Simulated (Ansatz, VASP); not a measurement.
## SnO2: VASP beside Ansatz

```
Sn O
1.0
     3.22296    0.00000    0.00000
    -1.61148    2.79116    0.00000
     0.00000    0.00000    5.28685
Sn O
1 2
Direct
  0.00000 0.00000 0.00000
  0.33333 0.66667 0.19166
  0.66667 0.33333 0.80834
```

Change from the starting cell: species swapped into the FeI2 type (P-3m1, No. 164).

Alike in both runs: task single point; functional PBE; k mesh 6 × 6 × 4; occupations gaussian, width 0.1 eV; no spin polarisation.

|  | VASP | Ansatz |
| --- | --- | --- |
| version | VASP 6.6.1 | Ansatz 0.2.0 |
| potentials or method | VASP PAW PBE potentials, release 64 (Sn_d, O), cutoff 600 eV | scalar-relativistic, plane waves, PAW |
| valence electrons in the cell | 26 | 26 |

```csv
,VASP,Ansatz,Ansatz less VASP
gap on the k mesh at the Fermi level (eV),2.24,2.26,+0.023
least direct gap on the mesh (eV),2.51,2.53,+0.016
pressure (GPa),0.8,0.4,-0.36
"traceless stress, the component that is largest in VASP (GPa)",-0.55,-0.23,+0.320
rms of the force components (eV/Å),0.024,0.001,-0.0235
```

Atom by atom the forces differ by 0.023 eV/Å (rms over components).
